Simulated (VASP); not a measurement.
Crystal: CdSe.

```
Cd Se
1.0
     0.00000    3.07027    3.07027
     3.07027    0.00000    3.07027
     3.07027    3.07027    0.00000
Cd Se
1 1
Direct
  0.00000 0.00000 0.00000
  0.25000 0.25000 0.25000
```

Base run:

| Property | Result |
| --- | --- |
| Program | VASP 6.6.1 |
| Functional | PBE |
| Potentials or basis | VASP PAW PBE potentials, release 64 (Cd, Se) |
| Cutoff | 520 eV |
| k mesh | 10 × 10 × 10 |
| Occupations | fermi-dirac, width 0.05 eV |
| Spin | no spin polarisation |

Its results: band gap on the k mesh 0.55 eV; pressure 1.6 GPa.

**Question.** After a change of settings the same cell gave: band gap on the k mesh 1.51 eV; pressure 0.8 GPa. Which change was it?
A. functional from PBE to PBE-based global hybrid with 15 % exact exchange; k mesh from 10 × 10 × 10 to 4 × 4 × 4
B. functional from PBE to r2SCAN50; k mesh from 10 × 10 × 10 to 4 × 4 × 4
C. functional from PBE to PBE-based global hybrid with 10 % exact exchange; k mesh from 10 × 10 × 10 to 4 × 4 × 4
D. functional from PBE to PBE-based global hybrid with 35 % exact exchange; k mesh from 10 × 10 × 10 to 4 × 4 × 4

**Answer.** A.

Caveats: some runs use coarse meshes; semilocal functionals underestimate gaps, and a narrow one can read as zero (at least some runs); the PAW data sets were made with another functional, which shifts forces and pressure a little (at least some runs).
